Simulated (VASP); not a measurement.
# Mn3Si (Fm-3m) in VASP: single point with PBEsol+U

Aim: the single point of Mn3Si with PBEsol+U.

All numbers are computed with VASP 6.6.1; they aren't measurements. Logs are shortened: lines on timing, memory, paths and dates and some standing lists are left out, and cuts for length are marked.

**1. The cell of the first run**

The structure is cubic, space group Fm-3m (No. 225). The conventional cell has a = 5.800 Å, b = 5.800 Å, c = 5.800 Å, α = 90.00°, β = 90.00°, γ = 90.00°. Si (site symmetry m-3m) has 14 Mn at 2.51 to 2.90 Å within 3.3 Å. Within 3.3 Å of Mn (site symmetry m-3m) lie 8 Mn at 2.51 Å and 6 Si at 2.90 Å. Mn (site symmetry -43m) has 4 Si at 2.51 Å and 10 Mn at 2.51 to 2.90 Å within 3.3 Å.

**2. Single point, PBEsol+U, collinear spin, ferrimagnetic start**

Input file INCAR:

```
PREC = Accurate
ENCUT = 520
EDIFF = 1E-7
ISMEAR = 0
SIGMA = 0.0699
LREAL = F
LASPH = T
NELM = 150
ALGO = Normal
ISIF = 2
LWAVE = F
LCHARG = F
ISPIN = 2
MAGMOM = 0 -3.9 3.3 3.3
LORBIT = 11
LMAXMIX = 4
LDAU = T
LDAUTYPE = 2
LDAUL = -1 2
LDAUU = 0 4.73
LDAUJ = 0 0
LDAUPRINT = 1
GGA = PS
NBANDS = 34
```

Input file KPOINTS:

```
Automatic mesh
0
Gamma
  5 5 5
```

Input file POSCAR:

```
Mn3Si
1.0
    0.0000000000      2.8999557000      2.8999557000
    2.8999557000      0.0000000000      2.8999557000
    2.8999557000      2.8999557000      0.0000000000
Si Mn
1 3
Direct
    0.0000000000      0.0000000000      0.0000000000
    0.5000000000      0.5000000000      0.5000000000
    0.2500000000      0.2500000000      0.2500000000
    0.7500000000      0.7500000000      0.7500000000
```

Potentials or basis: VASP PAW PBE potentials, release 64 (Si, Mn_pv).

On the command line:

```bash
cat potpaw_PBE.64/Si/POTCAR potpaw_PBE.64/Mn_pv/POTCAR > POTCAR
mpirun -np 1 vasp_std > vasp.out
```

OUTCAR:

```text
PREC = Accurate
   ENCUT = 520
   EDIFF = 1E-7
   ISMEAR = 0
   LREAL = F
   LASPH = T
   NELM = 150
   ISIF = 2
   ISPIN = 2
   LORBIT = 11
   GGA = PS

 ion  position               nearest neighbor table
   1  0.000  0.000  0.000-   3 2.51   4 2.51   4 2.51   4 2.51   4 2.51   3 2.51   3 2.51   3 2.51
                             2 2.90   2 2.90   2 2.90   2 2.90   2 2.90   2 2.90
   2  0.500  0.500  0.500-   3 2.51   4 2.51   3 2.51   3 2.51   3 2.51   4 2.51   4 2.51   4 2.51
                             1 2.90   1 2.90   1 2.90   1 2.90   1 2.90   1 2.90
   3  0.250  0.250  0.250-   1 2.51   2 2.51   1 2.51   1 2.51   1 2.51   2 2.51   2 2.51   2 2.51
                             4 2.90   4 2.90   4 2.90   4 2.90   4 2.90   4 2.90
   4  0.750  0.750  0.750-   1 2.51   2 2.51   2 2.51   2 2.51   2 2.51   1 2.51   1 2.51   1 2.51
                             3 2.90   3 2.90   3 2.90   3 2.90   3 2.90   3 2.90

  LATTYP: Found a face centered cubic cell.
 ALAT       =     5.7999114000

  Lattice vectors:

 A1 = (   0.0000000000,   2.8999557000,   2.8999557000)
 A2 = (   2.8999557000,   0.0000000000,   2.8999557000)
 A3 = (   2.8999557000,   2.8999557000,   0.0000000000)

Analysis of symmetry for initial positions (statically):
=====================================================================
 Subroutine PRICEL returns:
 Original cell was already a primitive cell.

 Routine SETGRP: Setting up the symmetry group for a
 face centered cubic supercell.

 Subroutine GETGRP returns: Found 48 space group operations
 (whereof 48 operations were pure point group operations)
 out of a pool of 48 trial point group operations.

The static configuration has the point symmetry O_h .

Analysis of symmetry for dynamics (positions and initial velocities):
=====================================================================
 Subroutine PRICEL returns:
 Original cell was already a primitive cell.

 Routine SETGRP: Setting up the symmetry group for a
 face centered cubic supercell.

 Subroutine GETGRP returns: Found 48 space group operations
 (whereof 48 operations were pure point group operations)
 out of a pool of 48 trial point group operations.

The dynamic configuration has the point symmetry O_h .

Analysis of structural, dynamic, and magnetic symmetry:
=====================================================================
 Subroutine PRICEL returns:
 Original cell was already a primitive cell.

 Routine SETGRP: Setting up the symmetry group for a
 face centered cubic supercell.

 Subroutine GETGRP returns: Found 48 space group operations
 (whereof 48 operations were pure point group operations)
 out of a pool of 48 trial point group operations.
[... 229 lines left out ...]
  o =  0.9109  v =  0.0000  0.0000 -0.0690 -0.0000 -0.9976  0.0000  0.0000  0.0000  0.0000  0.0000      0.0000  0.0000  0.0000  0.0000  0.0000  0.0000  0.0000  0.0000  0.0000  0.0000

 number of electron      43.0000042 magnetization       3.3643109

 Free energy of the ion-electron system (eV)
  ---------------------------------------------------
  ext. energy  EPLUGINS =         0.00000000
  ---------------------------------------------------
  free energy    TOTEN  =       -25.21442869 eV

  energy without entropy =      -25.20771661  energy(sigma->0) =      -25.21107265

 E-fermi :  11.1402     XC(G=0): -12.9250

 val. band max:       11.0800136932   @ k =   0.4000   0.2000   0.0000
 cond. band min:      11.1567888138   @ k =   0.4000   0.4000   0.0000
 fundamental gap:      0.0767751206
 Fermi energy:        11.1401633080

 spin component 1

 k-point     1 :       0.0000    0.0000    0.0000
  band No.  band energies     occupation
      1     -39.2402      1.00000
      2     -39.2402      1.00000
      3     -39.2402      1.00000
      4     -39.1769      1.00000
      5     -39.1769      1.00000
      6     -39.1769      1.00000
[... 349 lines left out ...]
     32      19.2132      0.00000
     33      19.6113      0.00000
 Fermi energy:        11.1401633080

 spin component 2

 k-point     1 :       0.0000    0.0000    0.0000
  band No.  band energies     occupation
      1     -39.7360      1.00000
      2     -39.7360      1.00000
      3     -39.7360      1.00000
      4     -35.3178      1.00000
      5     -35.3178      1.00000
      6     -35.3178      1.00000
[... 349 lines left out ...]
     32      19.7648      0.00000
     33      20.7594      0.00000
 [bands above 33 left out]

------------------------ aborting loop because EDIFF is reached ----------------------------------------

  FORCE on cell =-STRESS in cart. coord.  units (eV):
  Direction    XX          YY          ZZ          XY          YZ          ZX
  --------------------------------------------------------------------------------------
  -------------------------------------------------------------------------------------
  Total        9.7871156      9.7871156      9.7871156      0.0000000      0.0000000      0.0000000
  in kB      321.4853696    321.4853696    321.4853696      0.0000000      0.0000000      0.0000000
  external PRESSURE =     321.4853696 kB  Pullay stress =       0.0000000 kB

 VOLUME and BASIS-vectors are now :
 -----------------------------------------------------------------------------
  energy-cutoff  :      520.00
  volume of cell :       48.78
      direct lattice vectors                 reciprocal lattice vectors
     0.000000000  2.899955700  2.899955700    -0.172416427  0.172416427  0.172416427
     2.899955700  0.000000000  2.899955700     0.172416427 -0.172416427  0.172416427
     2.899955700  2.899955700  0.000000000     0.172416427  0.172416427 -0.172416427

 POSITION                                       TOTAL-FORCE (eV/Angst)
 -----------------------------------------------------------------------------------
      0.00000      0.00000      0.00000        -0.000000      0.000000      0.000000
      2.89996      2.89996      2.89996        -0.000000      0.000000      0.000000
      1.44998      1.44998      1.44998         0.000000      0.000000     -0.000000
      4.34993      4.34993      4.34993        -0.000000     -0.000000     -0.000000
 -----------------------------------------------------------------------------------
    total drift:                               -0.000000     -0.000000      0.000000

  FREE ENERGIE OF THE ION-ELECTRON SYSTEM (eV)
  ---------------------------------------------------
  free  energy   TOTEN  =       -25.2144286910 eV

  energy  without entropy=      -25.2077166112  energy(sigma->0) =      -25.21107265

 total charge

# of ion       s       p       d       tot
------------------------------------------
    1        0.730   0.980   0.000   1.710
    2        0.380   6.368   5.015  11.762
    3        0.355   6.370   5.098  11.823
    4        0.355   6.370   5.098  11.823
--------------------------------------------------
tot          1.819  20.089  15.211  37.119

 magnetization (x)

# of ion       s       p       d       tot
------------------------------------------
    1       -0.039  -0.053   0.000  -0.092
    2       -0.087  -0.088  -3.944  -4.119
    3        0.048   0.044   3.719   3.811
    4        0.048   0.044   3.719   3.811
--------------------------------------------------
tot         -0.031  -0.052   3.493   3.410
```

OSZICAR:

```text
N       E                     dE             d eps       ncg     rms          rms(c)
DAV:   1     0.506668173228E+03    0.50667E+03   -0.23315E+04  1376   0.159E+03
DAV:   2     0.331852692997E+01   -0.50335E+03   -0.48029E+03  1360   0.475E+02
[... 11 lines left out ...]
DAV:  14    -0.252144230963E+02   -0.91596E-05   -0.21952E-05  1516   0.430E-02    0.252E-02
DAV:  15    -0.252144261099E+02   -0.30136E-05   -0.97827E-06  1590   0.172E-02    0.106E-02
DAV:  16    -0.252144279178E+02   -0.18079E-05   -0.46031E-06  1418   0.104E-02    0.620E-03
DAV:  17    -0.252144283554E+02   -0.43762E-06   -0.24864E-07  1134   0.411E-03    0.278E-03
DAV:  18    -0.252144286268E+02   -0.27139E-06   -0.69184E-07  1032   0.289E-03    0.129E-03
DAV:  19    -0.252144286910E+02   -0.64167E-07   -0.16601E-07   768   0.175E-03
   1 F= -.25214429E+02 E0= -.25211073E+02  d E =-.671208E-02  mag=     3.3644
```

It took 27 s on 1 thread of AMD EPYC 9R45 (Zen 5), shared host; peak memory 0.18 GiB.

What came out:

```yaml
Free_energy: -25.2144 eV
Pressure: 32.1 GPa
Net_moment: 3.36 μB per cell
Site_moments: Si -0.09; Mn -4.12, +3.81 μB
Valence_electrons_inside_the_program's_atomic_spheres: Si 1.71; Mn 11.76, 11.82
```

Eigenvalues of the final occupation matrices:
| site | spin | trace | eigenvalues |
| --- | --- | --- | --- |
| site 2 d | 1 | 0.54 | 0.06 0.06 0.14 0.14 0.14 |
| site 2 d | 2 | 4.50 | 0.87 0.87 0.87 0.95 0.95 |
| site 3 d | 1 | 4.43 | 0.87 0.87 0.87 0.91 0.91 |
| site 3 d | 2 | 0.70 | 0.13 0.13 0.13 0.16 0.16 |
| site 4 d | 1 | 4.43 | 0.87 0.87 0.87 0.91 0.91 |
| site 4 d | 2 | 0.70 | 0.13 0.13 0.13 0.16 0.16 |

Caveat: the k points lie up to 0.38 Å⁻¹ apart; the PAW data sets were made with another functional, which shifts forces and pressure a little; the U is typed as a test and isn't derived for this compound.
